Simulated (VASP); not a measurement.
A run of VASP 6.6.1 is set up as follows.

Contents of INCAR:

```
PREC     = Accurate       # precision mode
ENCUT    = 600            # plane-wave cutoff, eV
EDIFF    = 1E-7           # SCF threshold, eV
ISMEAR   = -1             # smearing method
SIGMA    = 0.05           # smearing width, eV
LREAL    = False          # projectors in reciprocal space
LASPH    = True           # aspherical terms in the spheres
NELM     = 100            # most SCF steps
ALGO     = Normal         # electronic algorithm
ISIF     = 3              # what is computed and relaxed
LWAVE    = False          # write WAVECAR
LCHARG   = False          # write CHGCAR
GGA      = PS             # functional
IVDW     = 12             # dispersion correction
IBRION   = 2              # ionic algorithm
NSW      = 60             # ionic steps
EDIFFG   = -0.01          # ionic threshold
```

KPOINTS

```
regular mesh
0
Gamma
  10 10 10
```

File POSCAR:

```
Au
1.0
    2.7484100000      0.0000000000      0.0000000000
    0.0000000000      2.7484100000      0.0000000000
    0.0000000000      0.0000000000      2.7484100000
Au
1
Direct
    0.5000000000      0.5000000000      0.5000000000
```

Potentials or basis: VASP PAW PBE potentials, release 64 (Au).

The run is started by

```sh
$ cat potpaw_PBE.64/Au/POTCAR > POTCAR
$ mpirun -np 1 vasp_std > vasp.out
```

(1) Estimate the band gap on the k mesh.

(2) Estimate the relaxed cell.

Results:

(1) zero (an odd number of electrons rules out a gap without spin polarisation).

(2) a = 2.662 Å, b = 2.662 Å, c = 2.662 Å, α = 90.00°, β = 90.00°, γ = 90.00°.

Caveat: spin-orbit coupling is left out, which moves the levels of the heavy elements.
